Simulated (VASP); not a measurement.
**SiC: single point with r2SCAN**

Crystal: SiC.

```
Si C
1.0
     3.07600    0.00000    0.00000
    -1.53800    2.66389    0.00000
     0.00000    0.00000    5.04800
Si C
2 2
Direct
  0.33333 0.66667 0.97623
  0.66667 0.33333 0.52377
  0.33333 0.66667 0.39055
  0.66667 0.33333 0.87945
```

This cell differs from its parent crystal: mode 6 (566.1 1/cm) frozen in, largest displacement -0.120 Å.

| Property | Result |
| --- | --- |
| Program | VASP 6.6.1 |
| Task | single point |
| Functional | r2SCAN |
| Potentials or basis | VASP PAW PBE potentials, release 64 (Si, C) |
| Cutoff | 520 eV |
| k mesh | 12 × 12 × 6 |
| Occupations | gaussian, width 0.05 eV |
| Spin | no spin polarisation |

```
Pressure               : 2.8 GPa
Largest force          : 4.035 eV/Å
Band gap on the k mesh : 2.55 eV, indirect (least direct gap 4.04 eV)
```

Forces in eV/Å, atoms in the order of the input:
```
Si   0.000  0.000  4.035
Si   0.000  0.000 -4.021
C    0.000  0.000 -0.544
C    0.000  0.000  0.530
```

Stress tensor (GPa, compression positive):
```
2.41 0.00 0.00
0.00 2.41 0.00
0.00 0.00 3.59
```

Levels at points of the mesh, in eV from the valence-band top:
```csv
k point,band 4,band 5,band 6,band 7,band 8,band 9,band 10,band 11,band 12,band 13
"(0.00, 0.00, 0.00)",-2.40,-2.40,-0.19,0.00,0.00,4.67,6.57,6.63,6.63,8.11
"(0.50, 0.00, 0.00)",-6.82,-5.77,-4.32,-3.43,-1.41,2.63,4.50,7.20,7.52,9.77
"(0.00, 0.00, 0.50)",-4.08,-2.25,-2.25,-0.25,-0.25,5.29,6.75,6.82,6.82,8.12
"(0.50, 0.00, 0.50)",-8.22,-4.01,-3.17,-2.07,-2.00,2.94,3.37,5.37,5.81,10.37
```

Wall time 76 s on 1 thread of Intel(R) Xeon(R) 6975P-C (Granite Rapids) (shared host), peak memory 0.19 GiB.

Caveat: the cell differs from its parent crystal (mode 6 (566.1 1/cm) frozen in, largest displacement -0.120 Å); the PAW data sets were made with another functional, which shifts forces and pressure a little. A k mesh can miss the band edges.
